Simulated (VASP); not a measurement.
Write the native input for VASP 6.6.1 that does the following.

```yaml
Task: single point
Functional: PBE
Potentials_or_basis: VASP PAW PBE potentials, release 64 (Pb_d)
Cutoff: 520 eV
k_mesh: 8 × 8 × 8
Occupations: fermi-dirac, width 0.02 eV
Spin: no spin polarisation
Dipole_correction: no
Further_INCAR_settings: ALGO = Normal; EDIFF = 1e-07; NBANDS = 13
```

The structure of Pb lies in POSCAR:

```
Pb
1.0
    0.0000000000      2.5224566213      2.5224566213
    2.5224566213      0.0000000000      2.5224566213
    2.5224566213      2.5224566213      0.0000000000
Pb
1
Direct
    0.0000000000      0.0000000000      0.0000000000
```

The input as run:

INCAR

```
PREC = Accurate
ENCUT = 520
EDIFF = 1E-7
ISMEAR = -1
SIGMA = 0.02
LREAL = False
LASPH = True
NELM = 100
ALGO = Normal
ISIF = 2
LWAVE = False
LCHARG = False
GGA = PE
NBANDS = 13
```

KPOINTS

```
regular mesh
0
Gamma
  8 8 8
```

Potentials or basis: VASP PAW PBE potentials, release 64 (Pb_d).

Launch:

```sh
$ cat potpaw_PBE.64/Pb_d/POTCAR > POTCAR
$ mpirun -np 1 vasp_std > vasp.out
```

Results of the run:

The pressure is -0.1 GPa and the band gap on the k mesh is zero (bands 7 and 8 overlap by 8.24 eV).

Caveat: spin-orbit coupling is left out, which moves the levels of the heavy elements.

It took 23 s on 1 thread of Intel Xeon 8259CL (shared host), peak memory 0.16 GiB.
